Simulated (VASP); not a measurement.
Y3Mg, 4 atoms in the cell. Symmetry: Fm-3m, No. 225, cubic system. The conventional cell has a = 7.704 Å, b = 7.704 Å, c = 7.704 Å, α = 90.00°, β = 90.00°, γ = 90.00°. Within 4.4 Å of Y (site symmetry m-3m) lie 8 Y at 3.34 Å and 6 Mg at 3.85 Å. Y (site symmetry -43m) has 10 Y at 3.34 to 3.85 Å and 4 Mg at 3.34 Å within 4.4 Å. Within 4.4 Å of Mg (site symmetry m-3m) lie 14 Y at 3.34 to 3.85 Å. 

- Program: VASP 6.6.1
- Task: single point
- Functional: LDA
- Potentials or basis: VASP PAW LDA potentials, release 64 (Y_sv, Mg)
- Cutoff: 520 eV
- k mesh: 5 × 5 × 5
- Occupations: methfessel-paxton, width 0.05 eV
- Spin: no spin polarisation
- Dipole correction: no
- Further INCAR settings: ALGO = Normal; EDIFF = 1e-06; NBANDS = 26

Potentials or basis: VASP PAW LDA potentials, release 64 (Y_sv, Mg).

Run with:

```bash
$ cat potpaw_LDA.64/Y_sv/POTCAR potpaw_LDA.64/Mg/POTCAR > POTCAR
$ mpirun -np 1 vasp_std > vasp.out
```

Hardware: 1 thread of Intel(R) Xeon(R) 6975P-C (Granite Rapids), with other jobs on the host.

Estimate the wall time of this run.

Wall time 18 s on 1 thread of Intel(R) Xeon(R) 6975P-C (Granite Rapids) (shared host), peak memory 0.22 GiB. Counts: scf iterations 13, k points 10.
